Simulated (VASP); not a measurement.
A run of VASP 6.6.1:

File INCAR:

```
ALGO = Normal
EDIFF = 1E-6
ENCUT = 520
GGA = PE
ISIF = 2
ISMEAR = 0
LASPH = T
LCHARG = T
LELF = T
LREAL = F
LVHAR = T
LWAVE = F
NBANDS = 46
NELM = 60
PREC = Accurate
SIGMA = 0.02
```

Contents of KPOINTS:

```
k-points
0
Gamma
  6 6 6
```

Contents of POSCAR:

```
Cd3HgS4
1.0
   -2.9709956940      2.9709956940      5.9426513534
    2.9709956940     -2.9709956940      5.9426513534
    2.9709956940      2.9709956940     -5.9426513534
Cd Hg S
3 1 4
Direct
    0.0000000000      0.0000000000      0.0000000000
    0.2500000000      0.7500000000      0.5000000000
    0.7500000000      0.2500000000      0.5000000000
    0.5000000000      0.5000000000      0.0000000000
    0.8779973539      0.8779973539      0.5041056611
    0.3738916928      0.3738916928      0.4958943389
    0.1220026461      0.6261083072      0.0000000000
    0.6261083072      0.1220026461      0.0000000000
```

Potentials or basis: VASP PAW PBE potentials, release 64 (Cd, Hg, S).

Launch:

```sh
$ cat potpaw_PBE.64/Cd/POTCAR potpaw_PBE.64/Hg/POTCAR potpaw_PBE.64/S/POTCAR > POTCAR
$ mpirun -np 1 vasp_std > vasp.out
```

Hardware: 1 thread of AMD EPYC 7R13 Processor (Zen 3), with other jobs on the host.

Question: Estimate the wall time of this run.

Answer: It took 24 min on 1 thread of AMD EPYC 7R13 Processor (Zen 3) (shared host), peak memory 0.51 GiB. Counts: scf iterations 22, k points 30.
